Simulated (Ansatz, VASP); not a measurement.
**One calculation of C, two programs**

File INCAR:

```
PREC = Accurate
ENCUT = 520
EDIFF = 1E-7
ISMEAR = 0
SIGMA = 0.02
LREAL = False
LASPH = True
NELM = 60
ALGO = Normal
ISIF = 2
LWAVE = False
LCHARG = False
GGA = PS
IBRION = 2
NSW = 60
EDIFFG = -0.002
```

Contents of KPOINTS:

```
Automatic mesh
0
Gamma
  9 9 6
```

The input POSCAR:

```
C
1.0
    2.4612466108      0.0000000000      0.0000000000
   -1.2306233054      2.1315020900      0.0000000000
    0.0000000000      0.0000000000      4.1627206575
C
4
Direct
    0.3333333333      0.6666666667      0.0000560326
    0.6666666667      0.3333333333      0.5000560326
    0.3333333333      0.6666666667      0.3739439674
    0.6666666667      0.3333333333      0.8739439674
```

Input for Ansatz:

```yaml
crystal:
  lattice:
    - [2.4612466108, 0.0, 0.0]
    - [-1.2306233054, 2.13150209, 0.0]
    - [0.0, 0.0, 4.1627206575]
  atoms:
    - { symbol: C, position: [0.3333333333, 0.6666666667, 5.60326e-05] }
    - { symbol: C, position: [0.6666666667, 0.3333333333, 0.5000560326] }
    - { symbol: C, position: [0.3333333333, 0.6666666667, 0.3739439674] }
    - { symbol: C, position: [0.6666666667, 0.3333333333, 0.8739439674] }
basis:
  ecutwfc: 600.0
kpoints:
  mp_grid: { grid: [9, 9, 6] }
hamiltonian:
  xc: pbesol
  pseudopotentials: { kind: paw, azcp: { folder: soft_1 } }
scf:
  occupations: { method: gaussian, width: 0.02 }
output:
  forces: true
  stress: true
  eigenvalues: true
relax:
  adjacent_minimum: "off"
  f_tol: 0.002
  max_steps: 40
```

Change from the starting cell: strained cell.

Alike in both runs: task relaxation of the atoms; functional PBEsol; k mesh 9 × 9 × 6; occupations gaussian, width 0.02 eV; no spin polarisation.

|  | VASP | Ansatz |
| --- | --- | --- |
| version | VASP 6.6.1 | Ansatz 0.2.0 |
| potentials or method | VASP PAW PBE potentials, release 64 (C), cutoff 520 eV | scalar-relativistic, plane waves, PAW |
| valence electrons in the cell | 16 | 16 |

```csv
,VASP,Ansatz,Ansatz less VASP
"gap on the k mesh at the Fermi level, each at its own relaxed structure (eV)",2.87,2.89,+0.028
```

VASP's potentials were made for PBE, not for PBEsol, and Ansatz warns of the same on its side. Ansatz's warnings: stress scf threshold loose.
